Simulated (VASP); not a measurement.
Here is a VASP 6.6.1 calculation.

File INCAR:

```
SYSTEM = C
ALGO = Normal
EDIFF = 1E-6
ENCUT = 520
GGA = PE
ISIF = 2
ISMEAR = 0
LASPH = .TRUE.
LCHARG = .FALSE.
LREAL = .FALSE.
LWAVE = .FALSE.
NBANDS = 16
NELM = 60
PREC = Accurate
SIGMA = 0.1
```

File KPOINTS:

```
k-points
0
G
  3 3 1
  0 0 0
```

Contents of POSCAR:

```
C
1.0
    1.2280479700     -2.1270618200      0.0000000000
    1.2280479700      2.1270618200      0.0000000000
    0.0000000000      0.0000000000      7.1732677600
C
4
Direct
    0.0833794600      0.9166205400      0.7531376000
    0.5833794600      0.4166205400      0.2468624000
    0.9166205400      0.0833794600      0.2468624000
    0.4166205400      0.5833794600      0.7531376000
```

Potentials or basis: VASP PAW PBE potentials, release 64 (C).

Command:

```console
$ cat potpaw_PBE.64/C/POTCAR > POTCAR
$ mpirun -np 1 vasp_std > vasp.out
```

Predict the pressure.

5.9 GPa.

Predict the largest force.

0.088 eV/Å.

What does it give for the band gap on the k mesh?

0.30 eV.

Forces on the atoms (eV/Å):
```
C    0.000  0.088  0.006
C    0.000  0.088 -0.006
C    0.000 -0.088 -0.006
C    0.000 -0.088  0.006
```

Caveat: the k points lie up to 0.98 Å⁻¹ apart; this functional lacks dispersion, which binds the layers, so the pressure and a relaxed spacing across them are unreliable. A k mesh can miss the band edges.
